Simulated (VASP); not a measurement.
# Zn7S8 (a cell with a defect) in VASP: relaxation of the atoms with PBEsol

Aim: the relaxation of the atoms of Zn7S8 (a cell with a defect) with PBEsol.

All numbers are computed with VASP 6.6.1; they aren't measurements. Logs are shortened: lines on timing, memory, paths and dates and some standing lists are left out, and cuts for length are marked.

## 1. The cell of the first run

The cell holds a defect, 15 atoms: a = 7.575 Å, b = 7.575 Å, c = 7.575 Å, α = 60.00°, β = 60.00°, γ = 60.00°.

## 2. Relaxation of the atoms, PBEsol

The input, INCAR:

```
PREC = Accurate
ENCUT = 520
EDIFF = 1E-7
ISMEAR = 0
SIGMA = 0.02
LREAL = Auto
LASPH = True
NELM = 100
ALGO = Normal
ISIF = 2
LWAVE = False
LCHARG = False
GGA = PS
IBRION = 2
NSW = 80
EDIFFG = -0.02
NELECT = 134.0
```

The input, KPOINTS:

```
regular mesh
0
Gamma
  2 2 2
```

The input, POSCAR:

```
Zn7S8
1.0
    0.0000000000      5.3560912044     -5.3560912044
    5.3560912044      5.3560912044      0.0000000000
    5.3560912044      0.0000000000     -5.3560912044
Zn S
7 8
Direct
    0.0000000000     -0.5000000000      0.5000000000
    0.5000000000      0.0000000000      0.5000000000
    0.5000000000      0.5000000000      0.5000000000
    0.0000000000      0.0000000000      1.0000000000
    0.0000000000      0.5000000000      1.0000000000
    0.5000000000      0.0000000000      1.0000000000
    0.5000000000      0.5000000000      1.0000000000
    0.1250000000      0.1250000000      0.1250000000
    0.1250000000      0.6250000000      0.1250000000
    0.6250000000      0.1250000000      0.1250000000
    0.6250000000      0.6250000000      0.1250000000
    0.1250000000      0.1250000000      0.6250000000
    0.1250000000      0.6250000000      0.6250000000
    0.6250000000      0.1250000000      0.6250000000
    0.6250000000      0.6250000000      0.6250000000
```

Potentials or basis: VASP PAW PBE potentials, release 64 (Zn, S).

On the command line:

```console
cat potpaw_PBE.64/Zn/POTCAR potpaw_PBE.64/S/POTCAR > POTCAR
mpirun -np 1 vasp_std > vasp.out
```

OUTCAR:

```text
PREC = Accurate
   ENCUT = 520
   EDIFF = 1E-7
   ISMEAR = 0
   LREAL = Auto
   LASPH = True
   NELM = 100
   ISIF = 2
   GGA = PS
   IBRION = 2
   NSW = 80
   EDIFFG = -0.02
   NELECT = 134.0

 ion  position               nearest neighbor table
   1  0.000  0.500  0.500-   9 2.32  12 2.32  15 2.32  13 2.32
   2  0.500  0.000  0.500-  10 2.32  12 2.32  15 2.32  14 2.32
   3  0.500  0.500  0.500-  11 2.32  13 2.32  14 2.32  15 2.32
   4  0.000  0.000  0.000-   9 2.32  10 2.32  12 2.32   8 2.32
   5  0.000  0.500  0.000-   8 2.32  11 2.32  13 2.32   9 2.32
   6  0.500  0.000  0.000-   8 2.32  11 2.32  14 2.32  10 2.32
   7  0.500  0.500  0.000-   9 2.32  10 2.32  15 2.32  11 2.32
   8  0.125  0.125  0.125-   5 2.32   6 2.32   4 2.32
   9  0.125  0.625  0.125-   1 2.32   4 2.32   7 2.32   5 2.32
  10  0.625  0.125  0.125-   2 2.32   4 2.32   7 2.32   6 2.32
  11  0.625  0.625  0.125-   3 2.32   5 2.32   6 2.32   7 2.32
  12  0.125  0.125  0.625-   1 2.32   2 2.32   4 2.32
  13  0.125  0.625  0.625-   3 2.32   5 2.32   1 2.32
  14  0.625  0.125  0.625-   3 2.32   6 2.32   2 2.32
  15  0.625  0.625  0.625-   1 2.32   2 2.32   7 2.32   3 2.32

  LATTYP: Found a face centered cubic cell.
 ALAT       =    10.7121824088

  Lattice vectors:

 A1 = (   0.0000000000,   5.3560912044,  -5.3560912044)
 A2 = (   5.3560912044,   5.3560912044,   0.0000000000)
 A3 = (   5.3560912044,   0.0000000000,  -5.3560912044)

Analysis of symmetry for initial positions (statically):
=====================================================================
 Subroutine PRICEL returns:
 Original cell was already a primitive cell.

 Routine SETGRP: Setting up the symmetry group for a
 face centered cubic supercell.

 Subroutine GETGRP returns: Found 24 space group operations
 (whereof  4 operations were pure point group operations)
 out of a pool of 48 trial point group operations.

The static configuration has the point symmetry C_2v.
 The point group associated with its full space group is T_d .

Analysis of symmetry for dynamics (positions and initial velocities):
=====================================================================
 Subroutine PRICEL returns:
 Original cell was already a primitive cell.

 Routine SETGRP: Setting up the symmetry group for a
 face centered cubic supercell.

 Subroutine GETGRP returns: Found 24 space group operations
 (whereof  4 operations were pure point group operations)
 out of a pool of 48 trial point group operations.

The dynamic configuration has the point symmetry C_2v.
 The point group associated with its full space group is T_d .

 Subroutine INISYM returns: Found 24 space group operations
 (whereof  4 operations are pure point group operations),
 and found     1 'primitive' translations

----------------------------------------------------------------------------------------

                                     Primitive cell

  volume of cell :     307.3080

  direct lattice vectors                    reciprocal lattice vectors
     0.000000000  5.356091204 -5.356091204    -0.093351659  0.093351659 -0.093351659
     5.356091204  5.356091204  0.000000000     0.093351659  0.093351659  0.093351659
     5.356091204  0.000000000 -5.356091204     0.093351659 -0.093351659 -0.093351659

  length of vectors
     7.574656823  7.574656823  7.574656823     0.161689816  0.161689816  0.161689816

  position of ions in fractional coordinates (direct lattice)
     0.000000000  0.500000000  0.500000000
     0.500000000  0.000000000  0.500000000
     0.500000000  0.500000000  0.500000000
     0.000000000  0.000000000  0.000000000
     0.000000000  0.500000000  0.000000000
     0.500000000  0.000000000  0.000000000
     0.500000000  0.500000000  0.000000000
     0.125000000  0.125000000  0.125000000
     0.125000000  0.625000000  0.125000000
     0.625000000  0.125000000  0.125000000
     0.625000000  0.625000000  0.125000000
     0.125000000  0.125000000  0.625000000
     0.125000000  0.625000000  0.625000000
     0.625000000  0.125000000  0.625000000
     0.625000000  0.625000000  0.625000000

  ion indices of the primitive-cell ions
   primitive index   ion index
                 1           1
                 2           2
                 3           3
                 4           4
                 5           5
                 6           6
                 7           7
                 8           8
                 9           9
                10          10
                11          11
                12          12
                13          13
                14          14
                15          15

----------------------------------------------------------------------------------------

 KPOINTS: regular mesh

Automatic generation of k-mesh.
 Grid dimensions read from file:
 generate k-points for:    2    2    2

 Generating k-lattice:

  Cartesian coordinates                     Fractional coordinates (reciprocal lattice)
    -0.046675830  0.046675830 -0.046675830     0.500000000  0.000000000  0.000000000
     0.046675830  0.046675830  0.046675830     0.000000000  0.500000000  0.000000000
     0.046675830 -0.046675830 -0.046675830     0.000000000  0.000000000  0.500000000

  Length of vectors
     0.080844908  0.080844908  0.080844908

  Shift w.r.t. Gamma in fractional coordinates (k-lattice)
     0.000000000  0.000000000  0.000000000

 Subroutine IBZKPT returns following result:
 ===========================================

 Found      3 irreducible k-points:

 Following reciprocal coordinates:
            Coordinates               Weight
  0.000000  0.000000  0.000000      1.000000
  0.500000  0.000000  0.000000      4.000000
  0.500000  0.500000  0.000000      3.000000
   k-points           NKPTS =      3   k-points in BZ     NKDIM =      3   number of bands    NBANDS=     80
   number of dos      NEDOS =    301   number of ions     NIONS =     15
   total plane-waves  NPLWV = 175616
   dimension x,y,z NGX =    56 NGY =   56 NGZ =   56
   dimension x,y,z NGXF=   112 NGYF=  112 NGZF=  112
   ions per type =               7   8
   NGX,Y,Z   is equivalent  to a cutoff of  12.29, 12.29, 12.29 a.u.
   NGXF,Y,Z  is equivalent  to a cutoff of  24.58, 24.58, 24.58 a.u.
 SYSTEM =  unknown system
   PREC   = accura    normal or accurate (medium, high low for compatibility)
   ISTART =      0    job   : 0-new  1-cont  2-samecut
   ICHARG =      2    charge: 1-file 2-atom 10-const
   ISPIN  =      1    spin polarized calculation?
   LNONCOLLINEAR =      F non collinear calculations
   LSORBIT =      F    spin-orbit coupling
   LASPH  =      T    aspherical Exc in radial PAW
   ENCUT  =  520.0 eV  38.22 Ry    6.18 a.u.  14.08 14.08 14.08*2*pi/ulx,y,z
   NELM   =    100;   NELMIN=  2; NELMDL= -5     # of ELM steps
   EDIFF  = 0.1E-06   stopping-criterion for ELM
   LREAL  =      T    real-space projection
   EDIFFG = -.2E-01   stopping-criterion for IOM
   NSW    =     80    number of steps for IOM
   IBRION =      2    ionic relax: 0-MD 1-quasi-New 2-CG
   NFREE  =      1    steps in history (QN), initial steepest desc. (CG)
   ISIF   =      2    stress and relaxation
   ISYM   =      2    0-nonsym 1-usesym 2-fastsym
   POTIM  = 0.5000    time-step for ionic-motion
   TEBEG  =    0.0;   TEEND  =   0.0 temperature during run
   PSTRESS=    0.0 pullay stress
   NELECT =     134.0000    total number of electrons
   NUPDOWN=      -1.0000    fix difference up-down
   EMIN   =  10.00;   EMAX   =-10.00  energy-range for DOS
   EFERMI =   0.00;   METHOD = LEGACY
   ISMEAR =     0;   SIGMA  =   0.02  broadening in eV -4-tet -1-fermi 0-gaus
   EFERMI_NEDOS =   21; number of points for ismear=-14 and -15
   IALGO  =     38    algorithm
   IMIX   =      4    mixing-type and parameters
     AMIX     =   0.40;   BMIX     =  1.00
     AMIX_MAG =   1.60;   BMIX_MAG =  1.00
  volume/ion in A,a.u.               =      20.49       138.25
  Fermi-wavevector in a.u.,A,eV,Ry     =   1.241419  2.345942 20.968234  1.541122
  Thomas-Fermi vector in A             =   2.375818
   LORBIT       =      0    0 simple, 1 ext, 2 COOP (PROOUT), +10 PAW based schemes
   GGA     = PS    functional components
   LHFCALC =     F    Hartree Fock is set to
   AEXX    =    0.0000 exact exchange contribution
   IVDW    =     0    specifies the selected vdW correction
   LEPSILON=     F    determine dielectric tensor
   LRPA    =     F    only Hartree local field effects (RPA)
 conjugate gradient relaxation of ions
 non-spin polarized calculation
 Gauss-broadening in eV      SIGMA  =   0.02
  energy-cutoff  :      520.00
  volume of cell :      307.31
 maximum number of plane-waves:      8363
   NGX = 29   NGY = 29   NGZ = 29

--------------------------------------- Ionic step        1  -------------------------------------------

 number of electron     134.0000109 magnetization

 Free energy of the ion-electron system (eV)
  ---------------------------------------------------
  ext. energy  EPLUGINS =         0.00000000
  ---------------------------------------------------
  free energy    TOTEN  =       -50.59254164 eV

  energy without entropy =      -50.59254164  energy(sigma->0) =      -50.59254164

------------------------ aborting loop because EDIFF is reached ----------------------------------------

  FORCE on cell =-STRESS in cart. coord.  units (eV):
  Direction    XX          YY          ZZ          XY          YZ          ZX
  --------------------------------------------------------------------------------------
  -------------------------------------------------------------------------------------
  Total       14.8267460     14.8267460     14.8267460     -0.0000000     -0.0000000      0.0000000
  in kB       77.3005428     77.3005428     77.3005428     -0.0000000     -0.0000000      0.0000000
  external PRESSURE =      77.3005428 kB  Pullay stress =       0.0000000 kB
[... 328 lines left out ...]
  energy  without entropy=      -51.0616186231  energy(sigma->0) =      -51.06161862

--------------------------------------- Ionic step        8  -------------------------------------------

 number of electron     133.9999937 magnetization

 Free energy of the ion-electron system (eV)
  ---------------------------------------------------
  ext. energy  EPLUGINS =         0.00000000
  ---------------------------------------------------
  free energy    TOTEN  =       -51.06228891 eV

  energy without entropy =      -51.06228891  energy(sigma->0) =      -51.06228891

 E-fermi :   2.3205     XC(G=0):  -9.7902

 val. band max:        2.1891038334   @ k =   0.0000   0.0000   0.0000
 cond. band min:       4.0833726950   @ k =   0.0000   0.0000   0.0000
 fundamental gap:      1.8942688616
 Fermi energy:         2.3205019726

 k-point     1 :       0.0000    0.0000    0.0000
  band No.  band energies     occupation
      1     -11.2398      2.00000
      2     -10.3161      2.00000
      3     -10.3161      2.00000
      4     -10.3161      2.00000
      5     -10.0205      2.00000
      6      -9.6655      2.00000
[... 235 lines left out ...]
     78       7.9822      0.00000
     79       8.2344      0.00000
 [bands above 79 left out]

------------------------ aborting loop because EDIFF is reached ----------------------------------------

  FORCE on cell =-STRESS in cart. coord.  units (eV):
  Direction    XX          YY          ZZ          XY          YZ          ZX
  --------------------------------------------------------------------------------------
  -------------------------------------------------------------------------------------
  Total       13.1635743     13.1635743     13.1635743      0.0000000      0.0000000      0.0000000
  in kB       68.6294512     68.6294512     68.6294512      0.0000000      0.0000000      0.0000000
  external PRESSURE =      68.6294512 kB  Pullay stress =       0.0000000 kB
[... 30 lines left out ...]
  FREE ENERGIE OF THE ION-ELECTRON SYSTEM (eV)
  ---------------------------------------------------
  free  energy   TOTEN  =       -51.0622889061 eV

  energy  without entropy=      -51.0622889061  energy(sigma->0) =      -51.06228891

 reached required accuracy - stopping structural energy minimisation
```

Run time: 9.7 min. Hardware: 1 thread of AMD EPYC 9R14 (Zen 4), shared host; peak memory 0.43 GiB.

Results:

* Free energy: -51.0623 eV
* Energy gained by relaxing: 31.3 meV/atom
* Ionic steps: 8
* Largest force after relaxing: 0.014 eV/Å

Forces on the atoms (eV/Å):
```
Zn   0.000  0.000  0.004
Zn  -0.004  0.000  0.000
Zn   0.000  0.004  0.000
Zn   0.000 -0.004  0.000
Zn   0.004  0.000  0.000
Zn   0.000  0.000 -0.004
Zn   0.000  0.000  0.000
S   -0.001  0.001  0.001
S   -0.008  0.008 -0.008
S    0.008  0.008  0.008
S   -0.008 -0.008  0.008
S    0.001  0.001 -0.001
S   -0.001 -0.001 -0.001
S    0.001 -0.001  0.001
S    0.008 -0.008 -0.008
```

Step by step:
```tsv
step	energy change (eV)	largest force (eV/Å)	pressure (GPa)
1	0.0000	1.0121	7.73
2	-0.2606	0.5831	7.66
3	-0.4232	0.4131	7.67
4	-0.4240	0.4074	7.66
5	-0.4611	0.1850	7.22
6	-0.4691	0.0538	6.90
7	-0.4691	0.0575	6.88
8	-0.4697	0.0136	6.86
```

Final structure:
```
CELL_PARAMETERS angstrom
0.00000 5.35609 -5.35609
5.35609 5.35609 0.00000
5.35609 0.00000 -5.35609
ATOMIC_POSITIONS crystal
Zn 0.01225 0.48775 0.51225
Zn 0.48775 0.01225 0.51225
Zn 0.48775 0.48775 0.51225
Zn 0.01225 0.01225 0.98775
Zn 0.01225 0.48775 0.98775
Zn 0.48775 0.01225 0.98775
Zn 0.50000 0.50000 0.00000
S 0.11956 0.11956 0.14133
S 0.12238 0.62587 0.12587
S 0.62587 0.12238 0.12587
S 0.62587 0.62587 0.12587
S 0.11956 0.11956 0.61956
S 0.11956 0.64133 0.61956
S 0.64133 0.11956 0.61956
S 0.62587 0.62587 0.62238
```

Levels at points of the mesh, in eV from the Fermi level:
```tsv
k point	band 63	band 64	band 65	band 66	band 67	band 68	band 69	band 70	band 71	band 72
(0.00, 0.00, 0.00)	-0.98	-0.98	-0.13	-0.13	-0.13	1.76	2.60	2.60	2.60	3.01
(0.50, 0.00, 0.00)	-1.55	-0.90	-0.90	-0.38	-0.38	2.96	3.16	3.59	3.59	3.78
(0.50, 0.50, 0.00)	-1.59	-1.33	-1.15	-0.66	-0.66	3.86	4.00	4.05	4.12	4.36
```

Caveat: the k points lie up to 0.51 Å⁻¹ apart; the cell carries a net charge on a neutralising background, which shifts energy and pressure; the cell is charged against a uniform background, so pressure and absolute levels hang on convention; the PAW data sets were made with another functional, which shifts forces and pressure a little.
